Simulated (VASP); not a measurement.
# La (Fd-3m) in VASP: single point with PBEsol

Aim: the single point of La with PBEsol.

Program: VASP 6.6.1. These are calculated values, not measurements. Logs are shortened: lines on timing, memory, paths and dates and some standing lists are left out, and cuts for length are marked.

## (1) The cell of the first run

The structure is cubic, space group Fd-3m (No. 227). Conventional cell: a = 6.577 Å, b = 6.577 Å, c = 6.577 Å, α = 90.00°, β = 90.00°, γ = 90.00°. La (site symmetry -43m) has 4 La at 2.85 Å within 3.8 Å.

## (2) Single point, PBEsol

Input file INCAR:

```
SYSTEM = La
PREC = Accurate ; ENCUT = 500
EDIFF = 1E-6 ; ISMEAR = -1
SIGMA = 0.13605693000000002 ; LREAL = .FALSE.
LASPH = .TRUE. ; NELM = 200
ALGO = Normal ; ISIF = 2
LWAVE = .FALSE. ; LCHARG = .FALSE.
GGA = PS ; NBANDS = 18
GGA_COMPAT = .FALSE. ; LMAXMIX = 6
```

Input file KPOINTS:

```
Automatic mesh
0
G
  8 8 8
  0 0 0
```

Input file POSCAR:

```
La
1.0
    0.0000000000      3.2883581205      3.2883581205
    3.2883581205      0.0000000000      3.2883581205
    3.2883581205      3.2883581205      0.0000000000
La
2
Direct
    0.0000000000      0.0000000000      0.0000000000
    0.2500000000      0.2500000000      0.2500000000
```

Potentials or basis: VASP PAW PBE potentials, release 64 (La).

On the command line:

```console
$ cat potpaw_PBE.64/La/POTCAR > POTCAR
$ mpirun -np 1 vasp_std > vasp.out
```

OUTCAR:

```text
SYSTEM = La
   PREC = Accurate
   ENCUT = 500
   EDIFF = 1E-6
   ISMEAR = -1
   LREAL = .FALSE.
   LASPH = .TRUE.
   NELM = 200
   ISIF = 2
   GGA = PS

 ion  position               nearest neighbor table
   1  0.000  0.000  0.000-   2 2.85   2 2.85   2 2.85   2 2.85
   2  0.250  0.250  0.250-   1 2.85   1 2.85   1 2.85   1 2.85

  LATTYP: Found a face centered cubic cell.
 ALAT       =     6.5767162410

  Lattice vectors:

 A1 = (   0.0000000000,   3.2883581205,   3.2883581205)
 A2 = (   3.2883581205,   0.0000000000,   3.2883581205)
 A3 = (   3.2883581205,   3.2883581205,   0.0000000000)

Analysis of symmetry for initial positions (statically):
=====================================================================
 Subroutine PRICEL returns:
 Original cell was already a primitive cell.

 Routine SETGRP: Setting up the symmetry group for a
 face centered cubic supercell.

 Subroutine GETGRP returns: Found 48 space group operations
 (whereof 24 operations were pure point group operations)
 out of a pool of 48 trial point group operations.

The static configuration has the point symmetry T_d .
 The point group associated with its full space group is O_h .

Analysis of symmetry for dynamics (positions and initial velocities):
=====================================================================
 Subroutine PRICEL returns:
 Original cell was already a primitive cell.

 Routine SETGRP: Setting up the symmetry group for a
 face centered cubic supercell.

 Subroutine GETGRP returns: Found 48 space group operations
 (whereof 24 operations were pure point group operations)
 out of a pool of 48 trial point group operations.

The dynamic configuration has the point symmetry T_d .
 The point group associated with its full space group is O_h .

 Subroutine INISYM returns: Found 48 space group operations
 (whereof 24 operations are pure point group operations),
 and found     1 'primitive' translations

----------------------------------------------------------------------------------------

                                     Primitive cell

  volume of cell :      71.1160

  direct lattice vectors                    reciprocal lattice vectors
     0.000000000  3.288358120  3.288358120    -0.152051565  0.152051565  0.152051565
     3.288358120  0.000000000  3.288358120     0.152051565 -0.152051565  0.152051565
     3.288358120  3.288358120  0.000000000     0.152051565  0.152051565 -0.152051565

  length of vectors
     4.650440652  4.650440652  4.650440652     0.263361037  0.263361037  0.263361037

  position of ions in fractional coordinates (direct lattice)
     0.000000000  0.000000000  0.000000000
     0.250000000  0.250000000  0.250000000

  ion indices of the primitive-cell ions
   primitive index   ion index
                 1           1
                 2           2

----------------------------------------------------------------------------------------

 KPOINTS: Automatic mesh

Automatic generation of k-mesh.
 Grid dimensions read from file:
 generate k-points for:    8    8    8

 Generating k-lattice:

  Cartesian coordinates                     Fractional coordinates (reciprocal lattice)
    -0.019006446  0.019006446  0.019006446     0.125000000  0.000000000  0.000000000
     0.019006446 -0.019006446  0.019006446     0.000000000  0.125000000  0.000000000
     0.019006446  0.019006446 -0.019006446     0.000000000  0.000000000  0.125000000

  Length of vectors
     0.032920130  0.032920130  0.032920130

  Shift w.r.t. Gamma in fractional coordinates (k-lattice)
     0.000000000  0.000000000  0.000000000

 Subroutine IBZKPT returns following result:
 ===========================================

 Found     29 irreducible k-points:

 Following reciprocal coordinates:
            Coordinates               Weight
  0.000000  0.000000  0.000000      1.000000
  0.125000  0.000000  0.000000      8.000000
  0.250000  0.000000  0.000000      8.000000
  0.375000  0.000000  0.000000      8.000000
  0.500000  0.000000  0.000000      4.000000
  0.125000  0.125000  0.000000      6.000000
[... 16 lines left out ...]
  0.500000  0.250000  0.125000     48.000000
 -0.375000  0.250000  0.125000     24.000000
 [... further k-points ...]
   k-points           NKPTS =     29   k-points in BZ     NKDIM =     29   number of bands    NBANDS=     18
   number of dos      NEDOS =    301   number of ions     NIONS =      2
   total plane-waves  NPLWV =  46656
   dimension x,y,z NGX =    36 NGY =   36 NGZ =   36
   dimension x,y,z NGXF=    72 NGYF=   72 NGZF=   72
   ions per type =               2
   NGX,Y,Z   is equivalent  to a cutoff of  12.87, 12.87, 12.87 a.u.
   NGXF,Y,Z  is equivalent  to a cutoff of  25.74, 25.74, 25.74 a.u.
 SYSTEM =  La
   PREC   = accura    normal or accurate (medium, high low for compatibility)
   ISTART =      0    job   : 0-new  1-cont  2-samecut
   ICHARG =      2    charge: 1-file 2-atom 10-const
   ISPIN  =      1    spin polarized calculation?
   LNONCOLLINEAR =      F non collinear calculations
   LSORBIT =      F    spin-orbit coupling
   LASPH  =      T    aspherical Exc in radial PAW
   ENCUT  =  500.0 eV  36.75 Ry    6.06 a.u.   8.48  8.48  8.48*2*pi/ulx,y,z
   NELM   =    200;   NELMIN=  2; NELMDL= -5     # of ELM steps
   EDIFF  = 0.1E-05   stopping-criterion for ELM
   LREAL  =      F    real-space projection
   EDIFFG = 0.1E-04   stopping-criterion for IOM
   NSW    =      0    number of steps for IOM
   IBRION =     -1    ionic relax: 0-MD 1-quasi-New 2-CG
   NFREE  =      0    steps in history (QN), initial steepest desc. (CG)
   ISIF   =      2    stress and relaxation
   ISYM   =      2    0-nonsym 1-usesym 2-fastsym
   POTIM  = 0.5000    time-step for ionic-motion
   TEBEG  =    0.0;   TEEND  =   0.0 temperature during run
   PSTRESS=    0.0 pullay stress
   NELECT =      22.0000    total number of electrons
   NUPDOWN=      -1.0000    fix difference up-down
   EMIN   =  10.00;   EMAX   =-10.00  energy-range for DOS
   EFERMI =   0.00;   METHOD = LEGACY
   ISMEAR =    -1;   SIGMA  =   0.14  broadening in eV -4-tet -1-fermi 0-gaus
   EFERMI_NEDOS =   21; number of points for ismear=-14 and -15
   IALGO  =     38    algorithm
   IMIX   =      4    mixing-type and parameters
     AMIX     =   0.40;   BMIX     =  1.00
     AMIX_MAG =   1.60;   BMIX_MAG =  1.00
  volume/ion in A,a.u.               =      35.56       239.96
  Fermi-wavevector in a.u.,A,eV,Ry     =   1.107201  2.092307 16.679313  1.225895
  Thomas-Fermi vector in A             =   2.243712
   LORBIT       =      0    0 simple, 1 ext, 2 COOP (PROOUT), +10 PAW based schemes
   GGA     = PS    functional components
   LHFCALC =     F    Hartree Fock is set to
   AEXX    =    0.0000 exact exchange contribution
   IVDW    =     0    specifies the selected vdW correction
   LEPSILON=     F    determine dielectric tensor
   LRPA    =     F    only Hartree local field effects (RPA)
 non-spin polarized calculation
  energy-cutoff  :      500.00
  volume of cell :       71.12
 maximum number of plane-waves:      1832
 NGX is ok and might be reduce to    36
   NGX = 17   NGY = 17   NGZ = 17

 number of electron      22.0000001 magnetization

 Free energy of the ion-electron system (eV)
  ---------------------------------------------------
  ext. energy  EPLUGINS =         0.00000000
  ---------------------------------------------------
  free energy    TOTEN  =        -8.84855308 eV

  energy without entropy =       -8.71946851  energy(sigma->0) =       -8.78401079

 E-fermi :   7.7054     XC(G=0):  -9.5942

 val. band max:        7.7048330359   @ k =  -0.3750   0.5000   0.1250
 cond. band min:       7.7747386516   @ k =   0.3750   0.0000   0.0000
 fundamental gap:      0.0699056157
 Fermi energy:         7.7053797884

 k-point     1 :       0.0000    0.0000    0.0000
  band No.  band energies     occupation
      1     -25.8549      2.00000
      2     -23.9162      2.00000
      3     -10.0514      2.00000
      4     -10.0514      2.00000
      5     -10.0514      2.00000
      6      -7.7415      2.00000
[... 10 lines left out ...]
     17       9.5052      0.00000
     18       9.5052      0.00000

 k-point     2 :       0.1250    0.0000    0.0000
  band No.  band energies     occupation
      1     -25.8076      2.00000
      2     -23.9812      2.00000
      3     -10.1034      2.00000
      4     -10.1034      2.00000
      5     -10.0518      2.00000
      6      -7.6987      2.00000
[... 10 lines left out ...]
     17       9.4082      0.00001
     18       9.6182      0.00000

 k-point     3 :       0.2500    0.0000    0.0000
  band No.  band energies     occupation
      1     -25.6779      2.00000
      2     -24.1533      2.00000
      3     -10.2177      2.00000
      4     -10.2177      2.00000
      5     -10.0630      2.00000
      6      -7.5759      2.00000
[... 10 lines left out ...]
     17       9.5288      0.00000
     18       9.5763      0.00000

 k-point     4 :       0.3750    0.0000    0.0000
  band No.  band energies     occupation
      1     -25.5123      2.00000
      2     -24.3609      2.00000
      3     -10.3198      2.00000
      4     -10.3198      2.00000
      5     -10.0868      2.00000
      6      -7.4270      2.00000
[... 375 lines left out ...]
      4     -10.3529      2.00000
      5      -9.6982      2.00000
      6      -7.9488      2.00000
[... 10 lines left out ...]
     17       9.4145      0.00001
     18       9.4379      0.00001

 k-point    23 :       0.5000    0.2500    0.1250
  band No.  band energies     occupation
      1     -25.3905      2.00000
      2     -24.5051      2.00000
      3     -10.6330      2.00000
      4     -10.4425      2.00000
      5      -9.5563      2.00000
      6      -7.9903      2.00000
[... 10 lines left out ...]
     17       9.4761      0.00000
     18       9.6217      0.00000

 k-point    24 :      -0.3750    0.2500    0.1250
  band No.  band energies     occupation
      1     -25.2926      2.00000
      2     -24.6167      2.00000
      3     -10.6835      2.00000
      4     -10.4836      2.00000
      5      -9.4987      2.00000
      6      -8.0012      2.00000
[... 10 lines left out ...]
     17       9.6387      0.00000
     18      10.0402      0.00000

 [... further k-points ...]

------------------------ aborting loop because EDIFF is reached ----------------------------------------

  FORCE on cell =-STRESS in cart. coord.  units (eV):
  Direction    XX          YY          ZZ          XY          YZ          ZX
  --------------------------------------------------------------------------------------
  -------------------------------------------------------------------------------------
  Total       -0.0241771     -0.0241771     -0.0241771     -0.0000000      0.0000000     -0.0000000
  in kB       -0.5446867     -0.5446867     -0.5446867     -0.0000000      0.0000000     -0.0000000
  external PRESSURE =      -0.5446867 kB  Pullay stress =       0.0000000 kB

 VOLUME and BASIS-vectors are now :
 -----------------------------------------------------------------------------
  energy-cutoff  :      500.00
  volume of cell :       71.12
      direct lattice vectors                 reciprocal lattice vectors
     0.000000000  3.288358120  3.288358120    -0.152051565  0.152051565  0.152051565
     3.288358120  0.000000000  3.288358120     0.152051565 -0.152051565  0.152051565
     3.288358120  3.288358120  0.000000000     0.152051565  0.152051565 -0.152051565

 POSITION                                       TOTAL-FORCE (eV/Angst)
 -----------------------------------------------------------------------------------
      0.00000      0.00000      0.00000        -0.000000     -0.000000     -0.000000
      1.64418      1.64418      1.64418         0.000000      0.000000      0.000000
 -----------------------------------------------------------------------------------
    total drift:                                0.000000      0.000000     -0.000000

  FREE ENERGIE OF THE ION-ELECTRON SYSTEM (eV)
  ---------------------------------------------------
  free  energy   TOTEN  =        -8.8485530784 eV

  energy  without entropy=       -8.7194685079  energy(sigma->0) =       -8.78401079
```

Run time: 23 s. Hardware: 1 thread of Intel Xeon 6975P-C (Granite Rapids), shared host; peak memory 0.22 GiB.

Results:

- Free energy: -8.8486 eV
- Pressure: -0.1 GPa
- Band gap on the k mesh: zero (band 11 reaches 7.86 eV, above the bottom of band 12 at 7.55 eV)

Levels at points of the mesh, in eV from the Fermi level:
```tsv
k point	band 8	band 9	band 10	band 11	band 12	band 13	band 14	band 15
(0.00, 0.00, 0.00)	-15.45	-2.35	-0.77	-0.77	0.96	0.96	0.96	1.76
(0.50, 0.00, 0.00)	-14.99	-1.21	-0.62	-0.62	-0.16	0.08	0.08	1.85
(0.50, 0.50, 0.00)	-14.48	-1.77	-1.77	-0.11	-0.11	0.81	0.81	1.91
```

Caveat: the PAW data sets were made with another functional, which shifts forces and pressure a little; spin-orbit coupling is left out, which moves the levels of the heavy elements.
